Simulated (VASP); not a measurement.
Set up this calculation in VASP 6.6.1, as the native input.

| Quantity | Value |
| --- | --- |
| Task | single point |
| Functional | PBE |
| Potentials or basis | VASP PAW PBE potentials, release 64 (Ga_d, Sn_d, H) |
| Cutoff | 520 eV |
| k mesh | 10 × 10 × 10 |
| Occupations | gaussian, width 0.1 eV |
| Spin | no spin polarisation |
| Dipole correction | no |
| Further INCAR settings | ALGO = Normal; EDIFF = 1e-07; NBANDS = 23 |

The structure of GaSnH3 lies in POSCAR:

```
GaSnH3
1.0
    4.1497702604      0.0000000000      0.0000000000
    0.0000000000      4.1497702604      0.0000000000
    0.0000000000      0.0000000000      4.1497702604
Ga Sn H
1 1 3
Direct
    0.0000000000      0.0000000000      0.0000000000
    0.5000000000      0.5000000000      0.5000000000
    0.0000000000      0.5000000000      0.5000000000
    0.5000000000      0.0000000000      0.5000000000
    0.5000000000      0.5000000000      0.0000000000
```

The cell was built from a structure type or drawn by symmetry, and may not be a known phase.

The input as run:

INCAR

```
PREC     = Accurate       # precision mode
ENCUT    = 520            # plane-wave cutoff, eV
EDIFF    = 1E-7           # SCF threshold, eV
ISMEAR   = 0              # smearing method
SIGMA    = 0.1            # smearing width, eV
LREAL    = False          # projectors in reciprocal space
LASPH    = True           # aspherical terms in the spheres
NELM     = 80             # most SCF steps
ALGO     = Normal         # electronic algorithm
ISIF     = 2              # what is computed and relaxed
LWAVE    = False          # write WAVECAR
LCHARG   = False          # write CHGCAR
GGA      = PE             # functional
NBANDS   = 23             # bands
```

KPOINTS

```
regular mesh
0
Gamma
  10 10 10
```

Potentials or basis: VASP PAW PBE potentials, release 64 (Ga_d, Sn_d, H).

Launch:

```sh
$ cat potpaw_PBE.64/Ga_d/POTCAR potpaw_PBE.64/Sn_d/POTCAR potpaw_PBE.64/H/POTCAR > POTCAR
$ mpirun -np 1 vasp_std > vasp.out
```

It gave:

* Pressure: -0.1 GPa
* Band gap on the k mesh: zero (bands 15 and 16 overlap by 1.58 eV)

Caveat: spin-orbit coupling is left out, which moves the levels of the heavy elements.

It took 100 s on 1 thread of Intel Xeon 8259CL, with other jobs on the host, peak memory 0.24 GiB.
